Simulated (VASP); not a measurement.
# InP (Cmmm) in VASP: further runs

Runs on InP. Level: PBE. Tasks: single point.

Everything below comes from runs of VASP 6.6.1. Logs are shortened: lines on timing, memory, paths and dates and some standing lists are left out, and cuts for length are marked.

## (1) The cell of the first run

The structure is orthorhombic, space group Cmmm (No. 65). Conventional cell: a = 5.894 Å, b = 6.093 Å, c = 5.533 Å, α = 90.00°, β = 90.00°, γ = 90.00°. Within 3.8 Å of In (site symmetry m2m) lie 4 P at 2.81 to 3.79 Å and 4 In at 2.95 to 3.12 Å. Within 2.9 Å of P (site symmetry m2m) lie 1 P at 2.08 Å and 2 In at 2.81 Å.

The cell was generated, and may not be a known phase.

## (2) Single point, PBE

INCAR

```
PREC = Accurate
ENCUT = 520
EDIFF = 1E-6
ISMEAR = 0
SIGMA = 0.1
LREAL = F
LASPH = T
NELM = 60
ALGO = Normal
ISIF = 2
LWAVE = F
LCHARG = T
GGA = PE
LELF = T
LVHAR = T
NBANDS = 26
```

KPOINTS

```
regular mesh
0
Gamma
  12 12 8
```

POSCAR

```
InP
1.0
    2.9471909578     -3.0464988359      0.0000000000
    2.9471909578      3.0464988359      0.0000000000
    0.0000000000      0.0000000000      5.5330798243
In P
2 2
Direct
    0.2557687127      0.7442312873      0.5000000000
    0.7442312873      0.2557687127      0.5000000000
    0.8294225058      0.1705774942      0.0000000000
    0.1705774942      0.8294225058      0.0000000000
```

Potentials or basis: VASP PAW PBE potentials, release 64 (In_d, P).

Launch:

```console
cat potpaw_PBE.64/In_d/POTCAR potpaw_PBE.64/P/POTCAR > POTCAR
mpirun -np 1 vasp_std > vasp.out
```

OUTCAR:

```text
PREC = Accurate
   ENCUT = 520
   EDIFF = 1E-6
   ISMEAR = 0
   LREAL = F
   LASPH = T
   NELM = 60
   ISIF = 2
   GGA = PE

 ion  position               nearest neighbor table
   1  0.256  0.744  0.500-   4 2.81   4 2.81   2 2.95   2 2.95   2 2.98   2 3.12
   2  0.744  0.256  0.500-   3 2.81   3 2.81   1 2.95   1 2.95   1 2.98   1 3.12
   3  0.829  0.171  0.000-   4 2.08   2 2.81   2 2.81
   4  0.171  0.829  0.000-   3 2.08   1 2.81   1 2.81

  LATTYP: Found a base centered orthorhombic cell.
 ALAT       =     5.8943819156
 B/A-ratio  =     1.0336957732
 C/A-ratio  =     0.9387039903

  Lattice vectors:

 A1 = (   2.9471909578,  -3.0464988359,   0.0000000000)
 A2 = (   2.9471909578,   3.0464988359,   0.0000000000)
 A3 = (   0.0000000000,   0.0000000000,   5.5330798243)

Analysis of symmetry for initial positions (statically):
=====================================================================
 Subroutine PRICEL returns:
 Original cell was already a primitive cell.

 Routine SETGRP: Setting up the symmetry group for a
 base centered orthorhombic supercell.

 Subroutine GETGRP returns: Found  8 space group operations
 (whereof  8 operations were pure point group operations)
 out of a pool of  8 trial point group operations.

The static configuration has the point symmetry D_2h.

Analysis of symmetry for dynamics (positions and initial velocities):
=====================================================================
 Subroutine PRICEL returns:
 Original cell was already a primitive cell.

 Routine SETGRP: Setting up the symmetry group for a
 base centered orthorhombic supercell.

 Subroutine GETGRP returns: Found  8 space group operations
 (whereof  8 operations were pure point group operations)
 out of a pool of  8 trial point group operations.

The dynamic configuration has the point symmetry D_2h.

 Subroutine INISYM returns: Found  8 space group operations
 (whereof  8 operations are pure point group operations),
 and found     1 'primitive' translations

----------------------------------------------------------------------------------------

                                     Primitive cell

  volume of cell :      99.3588

  direct lattice vectors                    reciprocal lattice vectors
     2.947190958 -3.046498836  0.000000000     0.169653072 -0.164122827  0.000000000
     2.947190958  3.046498836  0.000000000     0.169653072  0.164122827  0.000000000
     0.000000000  0.000000000  5.533079824     0.000000000  0.000000000  0.180731172

  length of vectors
     4.238760396  4.238760396  5.533079824     0.236047595  0.236047595  0.180731172

  position of ions in fractional coordinates (direct lattice)
     0.255768713  0.744231287  0.500000000
     0.744231287  0.255768713  0.500000000
     0.829422506  0.170577494  0.000000000
     0.170577494  0.829422506  0.000000000

  ion indices of the primitive-cell ions
   primitive index   ion index
                 1           1
                 2           2
                 3           3
                 4           4

----------------------------------------------------------------------------------------

 KPOINTS: regular mesh

Automatic generation of k-mesh.
 Grid dimensions read from file:
 generate k-points for:   12   12    8

 Generating k-lattice:

  Cartesian coordinates                     Fractional coordinates (reciprocal lattice)
     0.014137756 -0.013676902  0.000000000     0.083333333  0.000000000  0.000000000
     0.014137756  0.013676902  0.000000000     0.000000000  0.083333333  0.000000000
     0.000000000  0.000000000  0.022591396     0.000000000  0.000000000  0.125000000

  Length of vectors
     0.019670633  0.019670633  0.022591396

  Shift w.r.t. Gamma in fractional coordinates (k-lattice)
     0.000000000  0.000000000  0.000000000

 Subroutine IBZKPT returns following result:
 ===========================================

 Found    215 irreducible k-points:

 Following reciprocal coordinates:
            Coordinates               Weight
  0.000000  0.000000  0.000000      1.000000
  0.083333  0.000000  0.000000      4.000000
  0.166667  0.000000  0.000000      4.000000
  0.250000  0.000000  0.000000      4.000000
  0.333333  0.000000  0.000000      4.000000
  0.416667  0.000000  0.000000      4.000000
[... 16 lines left out ...]
  0.500000  0.166667  0.000000      4.000000
 -0.416667  0.166667  0.000000      4.000000
 [... further k-points ...]
   k-points           NKPTS =    215   k-points in BZ     NKDIM =    215   number of bands    NBANDS=     26
   number of dos      NEDOS =    301   number of ions     NIONS =      4
   total plane-waves  NPLWV =  43008
   dimension x,y,z NGX =    32 NGY =   32 NGZ =   42
   dimension x,y,z NGXF=    64 NGYF=   64 NGZF=   84
   ions per type =               2   2
   NGX,Y,Z   is equivalent  to a cutoff of  12.55, 12.55, 12.62 a.u.
   NGXF,Y,Z  is equivalent  to a cutoff of  25.10, 25.10, 25.24 a.u.
 SYSTEM =  unknown system
   PREC   = accura    normal or accurate (medium, high low for compatibility)
   ISTART =      0    job   : 0-new  1-cont  2-samecut
   ICHARG =      2    charge: 1-file 2-atom 10-const
   ISPIN  =      1    spin polarized calculation?
   LNONCOLLINEAR =      F non collinear calculations
   LSORBIT =      F    spin-orbit coupling
   LASPH  =      T    aspherical Exc in radial PAW
   ENCUT  =  520.0 eV  38.22 Ry    6.18 a.u.   7.88  7.88 10.29*2*pi/ulx,y,z
   NELM   =     60;   NELMIN=  2; NELMDL= -5     # of ELM steps
   EDIFF  = 0.1E-05   stopping-criterion for ELM
   LREAL  =      F    real-space projection
   EDIFFG = 0.1E-04   stopping-criterion for IOM
   NSW    =      0    number of steps for IOM
   IBRION =     -1    ionic relax: 0-MD 1-quasi-New 2-CG
   NFREE  =      0    steps in history (QN), initial steepest desc. (CG)
   ISIF   =      2    stress and relaxation
   ISYM   =      2    0-nonsym 1-usesym 2-fastsym
   POTIM  = 0.5000    time-step for ionic-motion
   TEBEG  =    0.0;   TEEND  =   0.0 temperature during run
   PSTRESS=    0.0 pullay stress
   NELECT =      36.0000    total number of electrons
   NUPDOWN=      -1.0000    fix difference up-down
   EMIN   =  10.00;   EMAX   =-10.00  energy-range for DOS
   EFERMI =   0.00;   METHOD = LEGACY
   ISMEAR =     0;   SIGMA  =   0.10  broadening in eV -4-tet -1-fermi 0-gaus
   EFERMI_NEDOS =   21; number of points for ismear=-14 and -15
   IALGO  =     38    algorithm
   IMIX   =      4    mixing-type and parameters
     AMIX     =   0.40;   BMIX     =  1.00
     AMIX_MAG =   1.60;   BMIX_MAG =  1.00
  volume/ion in A,a.u.               =      24.84       167.63
  Fermi-wavevector in a.u.,A,eV,Ry     =   1.167097  2.205493 18.532703  1.362115
  Thomas-Fermi vector in A             =   2.303602
   LORBIT       =      0    0 simple, 1 ext, 2 COOP (PROOUT), +10 PAW based schemes
   GGA     = PE    functional components
   LHFCALC =     F    Hartree Fock is set to
   AEXX    =    0.0000 exact exchange contribution
   IVDW    =     0    specifies the selected vdW correction
   LEPSILON=     F    determine dielectric tensor
   LRPA    =     F    only Hartree local field effects (RPA)
 non-spin polarized calculation
 Gauss-broadening in eV      SIGMA  =   0.10
  energy-cutoff  :      520.00
  volume of cell :       99.36
 maximum number of plane-waves:      2705
   NGX = 15   NGY = 15   NGZ = 21

 number of electron      35.9999994 magnetization

 Free energy of the ion-electron system (eV)
  ---------------------------------------------------
  ext. energy  EPLUGINS =         0.00000000
  ---------------------------------------------------
  free energy    TOTEN  =       -15.01609493 eV

  energy without entropy =      -15.00807300  energy(sigma->0) =      -15.01208397

 E-fermi :   5.7560     XC(G=0):  -9.5847

 val. band max:        5.7470424288   @ k =   0.3333   0.0000   0.2500
 cond. band min:       5.7560589067   @ k =  -0.1667   0.0833   0.3750
 fundamental gap:      0.0090164779
 Fermi energy:         5.7560327424

 k-point     1 :       0.0000    0.0000    0.0000
  band No.  band energies     occupation
      1      -9.3309      2.00000
      2      -9.0795      2.00000
      3      -9.0632      2.00000
      4      -8.8598      2.00000
      5      -8.8324      2.00000
      6      -8.6226      2.00000
[... 18 lines left out ...]
     25      12.5590      0.00000
     26      13.5979      0.00000

 k-point     2 :       0.0833    0.0000    0.0000
  band No.  band energies     occupation
      1      -9.3158      2.00000
      2      -9.0685      2.00000
      3      -9.0544      2.00000
      4      -8.8555      2.00000
      5      -8.8294      2.00000
      6      -8.6291      2.00000
[... 18 lines left out ...]
     25      12.4115      0.00000
     26      13.4004      0.00000

 k-point     3 :       0.1667    0.0000    0.0000
  band No.  band energies     occupation
      1      -9.2712      2.00000
      2      -9.0376      2.00000
      3      -9.0280      2.00000
      4      -8.8430      2.00000
      5      -8.8204      2.00000
      6      -8.6484      2.00000
[... 18 lines left out ...]
     25      12.2161      0.00000
     26      13.4111      0.00000

 k-point     4 :       0.2500    0.0000    0.0000
  band No.  band energies     occupation
      1      -9.1992      2.00000
      2      -8.9942      2.00000
      3      -8.9819      2.00000
      4      -8.8232      2.00000
      5      -8.8053      2.00000
      6      -8.6793      2.00000
[... 18 lines left out ...]
     25      12.1158      0.00000
     26      12.9299      0.00000
[... 496 lines left out ...]
      1      -9.0236      2.00000
      2      -8.9051      2.00000
      3      -8.8315      2.00000
      4      -8.8258      2.00000
      5      -8.7850      2.00000
      6      -8.7790      2.00000
[... 18 lines left out ...]
     25      12.6916      0.00000
     26      13.2737      0.00000

 k-point    23 :       0.5000    0.1667    0.0000
  band No.  band energies     occupation
      1      -9.0076      2.00000
      2      -8.9440      2.00000
      3      -8.8179      2.00000
      4      -8.8078      2.00000
      5      -8.7860      2.00000
      6      -8.7466      2.00000
[... 18 lines left out ...]
     25      12.9496      0.00000
     26      13.1214      0.00000

 k-point    24 :      -0.4167    0.1667    0.0000
  band No.  band energies     occupation
      1      -9.0961      2.00000
      2      -8.8799      2.00000
      3      -8.8429      2.00000
      4      -8.8423      2.00000
      5      -8.7860      2.00000
      6      -8.7761      2.00000
[... 18 lines left out ...]
     25      12.4436      0.00000
     26      12.6153      0.00000

 [... further k-points ...]

------------------------ aborting loop because EDIFF is reached ----------------------------------------

  FORCE on cell =-STRESS in cart. coord.  units (eV):
  Direction    XX          YY          ZZ          XY          YZ          ZX
  --------------------------------------------------------------------------------------
  -------------------------------------------------------------------------------------
  Total       -0.0119824     -0.1239616     -0.0053575      0.0000000      0.0000000      0.0000000
  in kB       -0.1932180     -1.9989024     -0.0863908      0.0000000      0.0000000      0.0000000
  external PRESSURE =      -0.7595037 kB  Pullay stress =       0.0000000 kB

 VOLUME and BASIS-vectors are now :
 -----------------------------------------------------------------------------
  energy-cutoff  :      520.00
  volume of cell :       99.36
      direct lattice vectors                 reciprocal lattice vectors
     2.947190958 -3.046498836  0.000000000     0.169653072 -0.164122827  0.000000000
     2.947190958  3.046498836  0.000000000     0.169653072  0.164122827  0.000000000
     0.000000000  0.000000000  5.533079824     0.000000000  0.000000000  0.180731172

 POSITION                                       TOTAL-FORCE (eV/Angst)
 -----------------------------------------------------------------------------------
      2.94719      1.48810      2.76654         0.000000      0.004923      0.000000
      2.94719     -1.48810      2.76654         0.000000     -0.004923     -0.000000
      2.94719     -2.00717      0.00000         0.000000     -0.053083     -0.000000
      2.94719      2.00717      0.00000         0.000000      0.053083     -0.000000
 -----------------------------------------------------------------------------------
    total drift:                                0.000000     -0.000000      0.000000

  FREE ENERGIE OF THE ION-ELECTRON SYSTEM (eV)
  ---------------------------------------------------
  free  energy   TOTEN  =       -15.0160949273 eV

  energy  without entropy=      -15.0080730029  energy(sigma->0) =      -15.01208397
```

It took 2.8 min on 1 thread of Intel Xeon 6975P-C (Granite Rapids), shared host; peak memory 0.53 GiB.

Results:

```yaml
Free_energy: -15.0161 eV
Pressure: -0.1 GPa
Largest_force: 0.053 eV/Å
Band_gap_on_the_k_mesh: zero (bands 18 and 19 overlap by 2.32 eV)
```

Forces in eV/Å, atoms in the order of the input:
```
In   0.000  0.005  0.000
In   0.000 -0.005  0.000
P    0.000 -0.053  0.000
P    0.000  0.053  0.000
```

Caveat: spin-orbit coupling is left out, which moves the levels of the heavy elements.

## (3) Single point, PBE

INCAR: that of step 2 with these lines changed.

```diff
@@ -8,3 +8,3 @@
 NELM = 60
-ALGO = Normal
+ALGO = Fast
 ISIF = 2
```

KPOINTS is that of step 2.

POSCAR is that of step 2.

Potentials or basis: VASP PAW PBE potentials, release 64 (In_d, P).

Launch:

```console
cat potpaw_PBE.64/In_d/POTCAR potpaw_PBE.64/P/POTCAR > POTCAR
mpirun -np 1 vasp_std > vasp.out
```

Run time: 8.3 min. Hardware: 1 thread of Oxide Virtual Turin-like, shared host; peak memory 0.5 GiB.

It converged, with:

```yaml
Free_energy: -15.0161 eV
Pressure: -0.1 GPa
Largest_force: 0.054 eV/Å
Band_gap_on_the_k_mesh: zero (bands 18 and 19 overlap by 2.32 eV)
```

Forces in eV/Å, atoms in the order of the input:
```
In   0.000  0.005  0.000
In   0.000 -0.005  0.000
P    0.000 -0.054  0.000
P    0.000  0.054  0.000
```

Stress tensor (GPa, compression positive):
```
 0.00  0.00  0.00
 0.00 -0.19  0.00
 0.00  0.00  0.01
```

Levels at points of the mesh, in eV from the Fermi level:
```csv
k point,band 15,band 16,band 17,band 18,band 19,band 20,band 21,band 22
"(0.00, 0.00, 0.00)",-3.26,-2.10,-0.63,-0.36,1.00,1.47,1.47,4.03
"(0.50, 0.00, 0.00)",-3.88,-2.62,-2.04,-2.04,0.61,2.04,4.03,4.95
"(0.50, 0.50, 0.00)",-3.26,-2.95,-2.30,-2.15,-1.29,-1.22,3.47,3.81
"(0.00, 0.00, 0.50)",-1.59,-1.58,-1.43,-0.57,0.26,1.28,1.38,4.96
"(0.50, 0.00, 0.50)",-3.09,-1.98,-0.14,0.86,0.98,2.60,3.13,3.24
"(0.50, 0.50, 0.50)",-4.20,-3.53,-2.76,-2.48,1.41,2.45,4.10,4.16
```

Caveat: spin-orbit coupling is left out, which moves the levels of the heavy elements.
